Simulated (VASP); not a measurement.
Here is a VASP 6.6.1 calculation.

File INCAR:

```
SYSTEM = MnO
PREC = Accurate
ENCUT = 520
EDIFF = 1E-7
ISMEAR = -1
SIGMA = 0.05
LREAL = .FALSE.
LASPH = .TRUE.
NELM = 150
ALGO = Normal
ISIF = 2
LWAVE = .FALSE.
LCHARG = .FALSE.
ISPIN = 2
MAGMOM = 4 0
LORBIT = 11
LMAXMIX = 4
NBANDS = 20
```

KPOINTS

```
Automatic mesh
0
G
  10 10 10
  0 0 0
```

File POSCAR:

```
MnO
1.0
    0.0000000000      2.2089816980      2.2089816980
    2.2089816980      0.0000000000      2.2089816980
    2.2089816980      2.2089816980      0.0000000000
Mn O
1 1
Direct
    0.0000000000      0.0000000000      0.0000000000
    0.5000000000      0.5000000000      0.5000000000
```

Potentials or basis: VASP PAW LDA potentials, release 64 (Mn_pv, O).

Run with:

```console
$ cat potpaw_LDA.64/Mn_pv/POTCAR potpaw_LDA.64/O/POTCAR > POTCAR
$ mpirun -np 1 vasp_std > vasp.out
```

Estimate the site moments.

Mn +4.05; O +0.17 μB.

Predict the pressure.

-16.6 GPa.

Predict the net moment.

4.44 μB per cell.

Caveat: a cell with one magnetic atom can't hold antiferromagnetic order, which such compounds often take.
